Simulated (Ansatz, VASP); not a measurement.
## Two plane-wave programs on C

The input INCAR:

```
SYSTEM = C
PREC     = Accurate       ! precision mode
ENCUT    = 910            ! plane-wave cutoff, eV
EDIFF    = 1E-7           ! SCF threshold, eV
ISMEAR   = 0              ! smearing method
SIGMA    = 0.1            ! smearing width, eV
LREAL    = .FALSE.        ! projectors in reciprocal space
LASPH    = .TRUE.         ! aspherical terms in the spheres
NELM     = 120            ! most SCF steps
ALGO     = Normal         ! electronic algorithm
ISIF     = 3              ! what is computed and relaxed
LWAVE    = .FALSE.        ! write WAVECAR
LCHARG   = .FALSE.        ! write CHGCAR
GGA      = PE             ! functional
IBRION   = 2              ! ionic algorithm
NSW      = 100            ! ionic steps
EDIFFG   = -0.01          ! ionic threshold
GGA_COMPAT= .FALSE.      
NELMIN   = 4
```

File KPOINTS:

```
Automatic mesh
0
G
  20 20 10
  0 0 0
```

The input POSCAR:

```
C
1.0
    2.3450473335      0.0000000000      0.0000000000
    0.0000000000      2.3450473335      0.0000000000
    0.0000000000      0.0000000000      4.7839537311
C
3
Direct
    0.0000000000      0.0000000000      0.5109174255
    0.0000000000      0.0000000000      0.8174645916
    0.5000000000      0.5000000000      0.4656441429
```

Input for Ansatz:

```yaml
crystal:
  lattice:
    - [2.3450473335, 0.0, 0.0]
    - [0.0, 2.3450473335, 0.0]
    - [0.0, 0.0, 4.7839537311]
  atoms:
    - { symbol: C, position: [0.0, 0.0, 0.5109174255] }
    - { symbol: C, position: [0.0, 0.0, 0.8174645916] }
    - { symbol: C, position: [0.5, 0.5, 0.4656441429] }
basis:
  ecutwfc: 420
kpoints:
  mp_grid: { grid: [20, 20, 10] }
hamiltonian:
  xc: pbe
scf:
  occupations: { method: gaussian, width: 0.1 }
output:
  forces: true
  stress: true
  eigenvalues: true
  write_density: true
  write_potential: true
  elf: true
  volumetric_format: npy
relax:
  adjacent_minimum: "off"
  f_tol: 0.01
  max_steps: 80
  cell: { stress_tol: 0.05 }
```

Alike in both runs: task relaxation of cell and atoms; functional PBE; k mesh 20 × 20 × 10; occupations gaussian, width 0.1 eV; no spin polarisation.

|  | VASP | Ansatz |
| --- | --- | --- |
| version | VASP 6.6.1 | Ansatz 0.2.0 |
| potentials or method | VASP PAW PBE potentials, release 64 (C_h), cutoff 910 eV | scalar-relativistic, plane waves, PAW |
| valence electrons in the cell | 12 | 12 |

```tsv
	VASP	Ansatz	Ansatz less VASP
gap on the k mesh at the Fermi level, each at its own relaxed structure (eV)	none	none	-
relaxed volume (Å³/atom)	8.76	8.96	+0.205
relaxed length of the cell vector where the two differ most in proportion (Å)	4.764	4.874	+0.1096
```

A gap of «none» marks a metal or a gap that the smearing closes.

Noted on VASP's run: the cutoff is under 1.25 times that of the potentials, so the pressure is a little rough.
